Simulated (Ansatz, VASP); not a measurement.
Al: VASP beside Ansatz

INCAR

```
SYSTEM = Al
PREC     = Accurate       ! precision mode
ENCUT    = 520            ! plane-wave cutoff, eV
EDIFF    = 1E-6           ! SCF threshold, eV
ISMEAR   = 0              ! smearing method
SIGMA    = 0.15           ! smearing width, eV
LREAL    = .FALSE.        ! projectors in reciprocal space
LASPH    = .TRUE.         ! aspherical terms in the spheres
NELM     = 80             ! most SCF steps
ALGO     = Fast           ! electronic algorithm
ISIF     = 2              ! what is computed and relaxed
LWAVE    = .FALSE.        ! write WAVECAR
LCHARG   = .FALSE.        ! write CHGCAR
GGA      = PE             ! functional
IVDW     = 12             ! dispersion correction
NBANDS   = 14             ! bands
```

The input KPOINTS:

```
Automatic mesh
0
G
  18 18 6
  0 0 0
```

POSCAR

```
Al
1.0
    2.6654325529      0.0000000000      0.0000000000
   -1.3327162765      2.3083323029      0.0000000000
    0.0000000000      0.0000000000      9.4820097638
Al
4
Direct
    0.0000000000      0.0000000000      0.0000000000
    0.3333333333      0.6666666667      0.2500000000
    0.0000000000      0.0000000000      0.5000000000
    0.6666666667      0.3333333333      0.7500000000
```

Input for Ansatz:

```yaml
crystal:
  lattice:
    - [2.6654325529, 0.0, 0.0]
    - [-1.3327162765, 2.3083323029, 0.0]
    - [0.0, 0.0, 9.4820097638]
  atoms:
    - { symbol: Al, position: [0.0, 0.0, 0.0] }
    - { symbol: Al, position: [0.3333333333, 0.6666666667, 0.25] }
    - { symbol: Al, position: [0.0, 0.0, 0.5] }
    - { symbol: Al, position: [0.6666666667, 0.3333333333, 0.75] }
basis:
  ecutwfc: 420
kpoints:
  mp_grid: { grid: [18, 18, 6] }
hamiltonian:
  xc: pbe
  dispersion: d3bj
scf:
  occupations: { method: gaussian, width: 0.15 }
output:
  forces: true
  stress: true
  eigenvalues: true
```

Alike in both runs: task single point; functional PBE; dispersion D3(BJ); k mesh 18 × 18 × 6; occupations gaussian, width 0.15 eV; no spin polarisation.

```csv
,VASP,Ansatz
version,VASP 6.6.1,Ansatz 0.2.0
potentials or method,"VASP PAW PBE potentials, release 64 (Al), cutoff 520 eV","scalar-relativistic, plane waves, PAW"
valence electrons in the cell,12,12
```

VASP gave:

| Quantity | Value |
| --- | --- |
| gap on the k mesh at the Fermi level (eV) | none |
| pressure (GPa) | 9.7 |
| traceless stress, the component that is largest in VASP (GPa) | -7.09 |

Q: Which values does Ansatz return?

A: gap on the k mesh at the Fermi level (eV): none; pressure (GPa): 9.8; traceless stress, the component that is largest in VASP (GPa): -7.09.

A gap of «none» marks a metal or a gap that the smearing closes.
